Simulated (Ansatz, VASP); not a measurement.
## Two plane-wave programs on ZnS

```
Zn S
1.0
     0.00000    2.75499    2.75499
     2.75499    0.00000    2.75499
     2.75499    2.75499    0.00000
Zn S
1 1
Cartesian
  4.1325 4.1325 4.1325
  0.0000 0.0000 0.0000
```

Alike in both runs: task single point; functional B3LYP; k mesh 5 × 5 × 5; occupations fermi-dirac, width 0.05 eV; no spin polarisation.

```csv
,VASP,Ansatz
version,VASP 6.6.1,Ansatz 0.2.0
potentials or method,"VASP PAW PBE potentials, release 64 (Zn, S)",Ansatz PAW
plane-wave cutoff (eV),520,420
valence electrons in the cell,18,18
```

```tsv
	VASP	Ansatz	Ansatz less VASP
gap on the k mesh at the Fermi level (eV)	3.36	3.32	-0.041
least direct gap on the mesh (eV)	3.36	3.32	-0.041
pressure (GPa)	-0.8	-0.5	+0.29
```

VASP's potentials were made for PBE, not for B3LYP.

Noted on Ansatz's run: odd divisions of the mesh miss points on the zone boundary, where band edges often lie, so the gap on the mesh can be too wide.
